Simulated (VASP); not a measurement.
Set up this calculation in VASP 6.6.1, as the native input.

- Task: single point
- Functional: LDA
- Potentials or basis: VASP PAW LDA potentials, release 64 (Li_sv, Zn)
- Cutoff: 520 eV
- k mesh: 6 × 6 × 6
- Occupations: methfessel-paxton, width 0.15 eV
- Spin: no spin polarisation
- Dipole correction: no
- Further INCAR settings: ALGO = Normal; EDIFF = 1e-06; NBANDS = 28

The structure of LiZn3 lies in POSCAR:

```
LiZn3
1.0
    0.0000000000      2.8540912825      2.8540912825
    2.8540912825      0.0000000000      2.8540912825
    2.8540912825      2.8540912825      0.0000000000
Li Zn
1 3
Direct
    0.0000000000      0.0000000000      0.0000000000
    0.2500000000      0.2500000000      0.2500000000
    0.7500000000      0.7500000000      0.7500000000
    0.5000000000      0.5000000000      0.5000000000
```

These files were run (other wordings do the same):

INCAR

```
ALGO     = Normal         # electronic algorithm
EDIFF    = 1E-6           # SCF threshold, eV
ENCUT    = 520            # plane-wave cutoff, eV
GGA      = CA             # functional
ISIF     = 2              # what is computed and relaxed
ISMEAR   = 1              # smearing method
LASPH    = True           # aspherical terms in the spheres
LCHARG   = True           # write CHGCAR
LELF     = True           # ELF
LREAL    = False          # projectors in reciprocal space
LVHAR    = True         
LWAVE    = False          # write WAVECAR
NBANDS   = 28             # bands
NELM     = 60             # most SCF steps
PREC     = Accurate       # precision mode
SIGMA    = 0.15           # smearing width, eV
```

KPOINTS

```
k-points
0
Gamma
  6 6 6
```

Potentials or basis: VASP PAW LDA potentials, release 64 (Li_sv, Zn).

Launch:

```bash
$ cat potpaw_LDA.64/Li_sv/POTCAR potpaw_LDA.64/Zn/POTCAR > POTCAR
$ mpirun -np 1 vasp_std > vasp.out
```

Results of the run:

The band gap on the k mesh is zero (an odd number of electrons rules out a gap without spin polarisation).

Wall time 45 s on 1 thread of AMD EPYC 7R13, on a shared host, peak memory 0.12 GiB.
